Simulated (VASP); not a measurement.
# BN (BN (P6_3/mmc)) (P6_3/mmc) in VASP: single point with PBE

Aim: the single point of BN (BN (P6_3/mmc)) with PBE.

All numbers are computed with VASP 6.6.1; they aren't measurements. Logs are shortened: lines on timing, memory, paths and dates and some standing lists are left out, and cuts for length are marked.

### 1 The cell of the first run

It takes space group P6_3/mmc (No. 194, hexagonal). The conventional cell has a = 2.488 Å, b = 2.488 Å, c = 6.495 Å, α = 90.00°, β = 90.00°, γ = 120.00°. B (site symmetry -6m2) has 3 N at 1.44 Å within 1.9 Å. Within 1.9 Å of N (site symmetry -6m2) lie 3 B at 1.44 Å.

### 2 Single point, PBE

The input, INCAR:

```
SYSTEM = BN
  ALGO = Normal
  EDIFF = 1E-6
  ENCUT = 520
  GGA = PE
  ISIF = 2
  ISMEAR = 0
  LASPH = .TRUE.
  LCHARG = .FALSE.
  LREAL = .FALSE.
  LWAVE = .FALSE.
  NBANDS = 36
  NELM = 60
  PREC = Accurate
  SIGMA = 0.01
```

The input, KPOINTS:

```
k-points
0
G
  3 3 2
  0 0 0
```

The input, POSCAR:

```
BN
1.0
    3.7325156421      2.1549689107      0.0000000000
   -3.7325156421      2.1549689107      0.0000000000
    0.0000000000      0.0000000000      6.4954828750
B N
6 6
Direct
    0.0000000000      0.6666666667      0.2500000000
    0.3333333333      0.3333333333      0.2500000000
    0.6666666667      0.0000000000      0.2500000000
    0.0000000000      0.3333333333      0.7500000000
    0.3333333333      0.0000000000      0.7500000000
    0.6666666667      0.6666666667      0.7500000000
    0.0000000000      0.6666666667      0.7500000000
    0.3333333333      0.3333333333      0.7500000000
    0.6666666667      0.0000000000      0.7500000000
    0.0000000000      0.3333333333      0.2500000000
    0.3333333333      0.0000000000      0.2500000000
    0.6666666667      0.6666666667      0.2500000000
```

Potentials or basis: VASP PAW PBE potentials, release 64 (B, N).

Run with:

```
cat potpaw_PBE.64/B/POTCAR potpaw_PBE.64/N/POTCAR > POTCAR
mpirun -np 1 vasp_std > vasp.out
```

OUTCAR:

```text
SYSTEM = BN
   EDIFF = 1E-6
   ENCUT = 520
   GGA = PE
   ISIF = 2
   ISMEAR = 0
   LASPH = .TRUE.
   LREAL = .FALSE.
   NELM = 60
   PREC = Accurate

 ion  position               nearest neighbor table
   1  0.000  0.667  0.250-  11 1.44  12 1.44  10 1.44
   2  0.333  0.333  0.250-  10 1.44  11 1.44  12 1.44
   3  0.667  0.000  0.250-  10 1.44  12 1.44  11 1.44
   4  0.000  0.333  0.750-   9 1.44   8 1.44   7 1.44
   5  0.333  0.000  0.750-   7 1.44   8 1.44   9 1.44
   6  0.667  0.667  0.750-   7 1.44   9 1.44   8 1.44
   7  0.000  0.667  0.750-   5 1.44   6 1.44   4 1.44
   8  0.333  0.333  0.750-   4 1.44   5 1.44   6 1.44
   9  0.667  0.000  0.750-   4 1.44   6 1.44   5 1.44
  10  0.000  0.333  0.250-   3 1.44   2 1.44   1 1.44
  11  0.333  0.000  0.250-   1 1.44   2 1.44   3 1.44
  12  0.667  0.667  0.250-   1 1.44   3 1.44   2 1.44

  LATTYP: Found a hexagonal cell.
 ALAT       =     4.3099378214
 C/A-ratio  =     1.5070943350

  Lattice vectors:

 A1 = (   3.7325156421,   2.1549689107,   0.0000000000)
 A2 = (  -3.7325156421,   2.1549689107,   0.0000000000)
 A3 = (   0.0000000000,   0.0000000000,   6.4954828750)

Analysis of symmetry for initial positions (statically):
=====================================================================
 Subroutine PRICEL returns following result:

  LATTYP: Found a hexagonal cell.
 ALAT       =     2.4883437611
 C/A-ratio  =     2.6103639603

  Lattice vectors:

 A1 = (  -1.2441718809,  -2.1549689103,   0.0000000000)
 A2 = (   2.4883437615,  -0.0000000002,   0.0000000000)
 A3 = (   0.0000000000,   0.0000000000,   6.4954828750)

   3 primitive cells build up your supercell.

 Routine SETGRP: Setting up the symmetry group for a
 hexagonal supercell.

 Subroutine GETGRP returns: Found 24 space group operations
 (whereof 12 operations were pure point group operations)
 out of a pool of 24 trial point group operations.

The static configuration has the point symmetry D_3d.
 The point group associated with its full space group is D_6h.

Analysis of symmetry for dynamics (positions and initial velocities):
=====================================================================
 Subroutine PRICEL returns following result:

  LATTYP: Found a hexagonal cell.
 ALAT       =     2.4883437611
 C/A-ratio  =     2.6103639603

  Lattice vectors:

 A1 = (  -1.2441718809,  -2.1549689103,   0.0000000000)
 A2 = (   2.4883437615,  -0.0000000002,   0.0000000000)
 A3 = (   0.0000000000,   0.0000000000,   6.4954828750)

   3 primitive cells build up your supercell.

 Routine SETGRP: Setting up the symmetry group for a
 hexagonal supercell.

 Subroutine GETGRP returns: Found 24 space group operations
 (whereof 12 operations were pure point group operations)
 out of a pool of 24 trial point group operations.

The dynamic configuration has the point symmetry D_3d.
 The point group associated with its full space group is D_6h.

 Subroutine INISYM returns: Found 24 space group operations
 (whereof 12 operations are pure point group operations),
 and found     3 'primitive' translations

----------------------------------------------------------------------------------------

                                     Primitive cell

  volume of cell :      34.8308

  direct lattice vectors                    reciprocal lattice vectors
    -1.244171881 -2.154968910  0.000000000    -0.000000000 -0.464043818  0.000000000
     2.488343762 -0.000000000  0.000000000     0.401873734 -0.232021909  0.000000000
     0.000000000  0.000000000  6.495482875     0.000000000  0.000000000  0.153953142

  length of vectors
     2.488343761  2.488343762  6.495482875     0.464043818  0.464043818  0.153953142

  position of ions in fractional coordinates (direct lattice)
     0.333333333  0.666666667  0.250000000
     0.666666666  0.333333333  0.750000000
     0.333333333  0.666666667  0.750000000
     0.666666666  0.333333333  0.250000000

  ion indices of the primitive-cell ions
   primitive index   ion index
                 1           1
                 2           6
                 3           7
                 4          12

----------------------------------------------------------------------------------------

 KPOINTS: k-points

Automatic generation of k-mesh.
 Grid dimensions read from file:
 generate k-points for:    3    3    2

 Generating k-lattice:

  Cartesian coordinates                     Fractional coordinates (reciprocal lattice)
     0.044652637  0.077340636  0.000000000     0.333333333  0.000000000  0.000000000
    -0.044652637  0.077340636  0.000000000     0.000000000  0.333333333  0.000000000
     0.000000000  0.000000000  0.076976571     0.000000000  0.000000000  0.500000000

  Length of vectors
     0.089305274  0.089305274  0.076976571

  Shift w.r.t. Gamma in fractional coordinates (k-lattice)
     0.000000000  0.000000000  0.000000000

 Subroutine IBZKPT returns following result:
 ===========================================

 Found      6 irreducible k-points:

 Following reciprocal coordinates:
            Coordinates               Weight
  0.000000  0.000000  0.000000      1.000000
  0.333333  0.000000  0.000000      6.000000
  0.333333  0.333333  0.000000      2.000000
  0.000000  0.000000  0.500000      1.000000
  0.333333  0.000000  0.500000      6.000000
  0.333333  0.333333  0.500000      2.000000
   k-points           NKPTS =      6   k-points in BZ     NKDIM =      6   number of bands    NBANDS=     36
   number of dos      NEDOS =    301   number of ions     NIONS =     12
   total plane-waves  NPLWV =  49152
   dimension x,y,z NGX =    32 NGY =   32 NGZ =   48
   dimension x,y,z NGXF=    64 NGYF=   64 NGZF=   96
   ions per type =               6   6
   NGX,Y,Z   is equivalent  to a cutoff of  12.34, 12.34, 12.29 a.u.
   NGXF,Y,Z  is equivalent  to a cutoff of  24.69, 24.69, 24.57 a.u.
 SYSTEM =  BN
   PREC   = accura    normal or accurate (medium, high low for compatibility)
   ISTART =      0    job   : 0-new  1-cont  2-samecut
   ICHARG =      2    charge: 1-file 2-atom 10-const
   ISPIN  =      1    spin polarized calculation?
   LNONCOLLINEAR =      F non collinear calculations
   LSORBIT =      F    spin-orbit coupling
   LASPH  =      T    aspherical Exc in radial PAW
   ENCUT  =  520.0 eV  38.22 Ry    6.18 a.u.   8.01  8.01 12.08*2*pi/ulx,y,z
   NELM   =     60;   NELMIN=  2; NELMDL= -5     # of ELM steps
   EDIFF  = 0.1E-05   stopping-criterion for ELM
   LREAL  =      F    real-space projection
   EDIFFG = 0.1E-04   stopping-criterion for IOM
   NSW    =      0    number of steps for IOM
   IBRION =     -1    ionic relax: 0-MD 1-quasi-New 2-CG
   NFREE  =      0    steps in history (QN), initial steepest desc. (CG)
   ISIF   =      2    stress and relaxation
   ISYM   =      2    0-nonsym 1-usesym 2-fastsym
   POTIM  = 0.5000    time-step for ionic-motion
   TEBEG  =    0.0;   TEEND  =   0.0 temperature during run
   PSTRESS=    0.0 pullay stress
   NELECT =      48.0000    total number of electrons
   NUPDOWN=      -1.0000    fix difference up-down
   EMIN   =  10.00;   EMAX   =-10.00  energy-range for DOS
   EFERMI =   0.00;   METHOD = LEGACY
   ISMEAR =     0;   SIGMA  =   0.01  broadening in eV -4-tet -1-fermi 0-gaus
   EFERMI_NEDOS =   21; number of points for ismear=-14 and -15
   IALGO  =     38    algorithm
   IMIX   =      4    mixing-type and parameters
     AMIX     =   0.40;   BMIX     =  1.00
     AMIX_MAG =   1.60;   BMIX_MAG =  1.00
  volume/ion in A,a.u.               =       8.71        58.76
  Fermi-wavevector in a.u.,A,eV,Ry     =   1.263166  2.387038 21.709310  1.595589
  Thomas-Fermi vector in A             =   2.396537
   LORBIT       =      0    0 simple, 1 ext, 2 COOP (PROOUT), +10 PAW based schemes
   GGA     = PE    functional components
   LHFCALC =     F    Hartree Fock is set to
   AEXX    =    0.0000 exact exchange contribution
   IVDW    =     0    specifies the selected vdW correction
   LEPSILON=     F    determine dielectric tensor
   LRPA    =     F    only Hartree local field effects (RPA)
 non-spin polarized calculation
 Gauss-broadening in eV      SIGMA  =   0.01
  energy-cutoff  :      520.00
  volume of cell :      104.49
 maximum number of plane-waves:      2824
   NGX = 17   NGY = 17   NGZ = 25

 number of electron      48.0000001 magnetization

 Free energy of the ion-electron system (eV)
  ---------------------------------------------------
  ext. energy  EPLUGINS =         0.00000000
  ---------------------------------------------------
  free energy    TOTEN  =      -105.30046717 eV

  energy without entropy =     -105.30046717  energy(sigma->0) =     -105.30046717

 E-fermi :   2.6022     XC(G=0): -10.2532

 val. band max:        2.5427615227   @ k =   0.0000   0.0000   0.5000
 cond. band min:       6.9389807757   @ k =   0.3333   0.0000   0.0000
 fundamental gap:      4.3962192530
 Fermi energy:         2.6021699103

 k-point     1 :       0.0000    0.0000    0.0000
  band No.  band energies     occupation
      1     -15.3952      2.00000
      2     -15.0494      2.00000
      3     -11.4766      2.00000
      4     -11.4766      2.00000
      5     -11.4766      2.00000
      6     -11.4766      2.00000
[... 28 lines left out ...]
     35      14.3773      0.00000
     36      14.3773      0.00000

 k-point     2 :       0.3333    0.0000    0.0000
  band No.  band energies     occupation
      1     -14.6716      2.00000
      2     -14.3546      2.00000
      3     -12.7910      2.00000
      4     -12.5769      2.00000
      5     -11.9982      2.00000
      6     -11.9190      2.00000
[... 28 lines left out ...]
     35      14.2852      0.00000
     36      14.5422      0.00000
[... 115 lines left out ...]
     35      14.4810      0.00000
     36      14.4839      0.00000

 k-point     6 :       0.3333    0.3333    0.5000
  band No.  band energies     occupation
      1     -13.2493      2.00000
      2     -13.2493      2.00000
      3     -13.2493      2.00000
      4     -13.2493      2.00000
      5     -13.2493      2.00000
      6     -13.2493      2.00000
[... 28 lines left out ...]
     35      12.7149      0.00000
     36      12.7149      0.00000

------------------------ aborting loop because EDIFF is reached ----------------------------------------

  FORCE on cell =-STRESS in cart. coord.  units (eV):
  Direction    XX          YY          ZZ          XY          YZ          ZX
  --------------------------------------------------------------------------------------
  -------------------------------------------------------------------------------------
  Total        7.4025267      7.4025267      2.3011883      0.0000000     -0.0000000     -0.0000000
  in kB      113.5027754    113.5027754     35.2840687      0.0000000     -0.0000000     -0.0000000
  external PRESSURE =      87.4298732 kB  Pullay stress =       0.0000000 kB

 VOLUME and BASIS-vectors are now :
 -----------------------------------------------------------------------------
  energy-cutoff  :      520.00
  volume of cell :      104.49
      direct lattice vectors                 reciprocal lattice vectors
     3.732515642  2.154968911  0.000000000     0.133957911  0.232021909  0.000000000
    -3.732515642  2.154968911  0.000000000    -0.133957911  0.232021909  0.000000000
     0.000000000  0.000000000  6.495482875     0.000000000  0.000000000  0.153953142

 POSITION                                       TOTAL-FORCE (eV/Angst)
 -----------------------------------------------------------------------------------
     -2.48834      1.43665      1.62387        -0.000000     -0.000000      0.000000
      0.00000      1.43665      1.62387        -0.000000      0.000000      0.000000
      2.48834      1.43665      1.62387         0.000000     -0.000000     -0.000000
     -1.24417      0.71832      4.87161         0.000000     -0.000000      0.000000
      1.24417      0.71832      4.87161        -0.000000      0.000000     -0.000000
      0.00000      2.87329      4.87161         0.000000      0.000000     -0.000000
     -2.48834      1.43665      4.87161         0.000000     -0.000000     -0.000000
      0.00000      1.43665      4.87161         0.000000      0.000000     -0.000000
      2.48834      1.43665      4.87161        -0.000000     -0.000000     -0.000000
     -1.24417      0.71832      1.62387        -0.000000     -0.000000     -0.000000
      1.24417      0.71832      1.62387        -0.000000      0.000000     -0.000000
      0.00000      2.87329      1.62387        -0.000000      0.000000     -0.000000
 -----------------------------------------------------------------------------------
    total drift:                               -0.000000      0.000000      0.000000

  FREE ENERGIE OF THE ION-ELECTRON SYSTEM (eV)
  ---------------------------------------------------
  free  energy   TOTEN  =      -105.3004671694 eV

  energy  without entropy=     -105.3004671694  energy(sigma->0) =     -105.30046717
```

It took 34 s on 1 thread of AMD EPYC 7R43 (Zen 3), shared host; peak memory 0.15 GiB.

Results:

```yaml
Free_energy: -105.3005 eV
Pressure: 8.7 GPa
Band_gap_on_the_k_mesh: 4.40 eV
```

Levels at points of the mesh, in eV from the valence-band top:
```
           k point  band 21  band 22  band 23  band 24  band 25  band 26  band 27  band 28
(0.00, 0.00, 0.00)    -0.10    -0.10    -0.10    -0.10     4.94     4.94     4.94     4.94
(0.00, 0.00, 0.50)     0.00     0.00     0.00     0.00     4.68     4.68     4.68     4.68
```

Caveat: the k points lie up to 0.56 Å⁻¹ apart; this functional lacks dispersion, which binds the layers, so the pressure and a relaxed spacing across them are unreliable. A k mesh can miss the band edges.
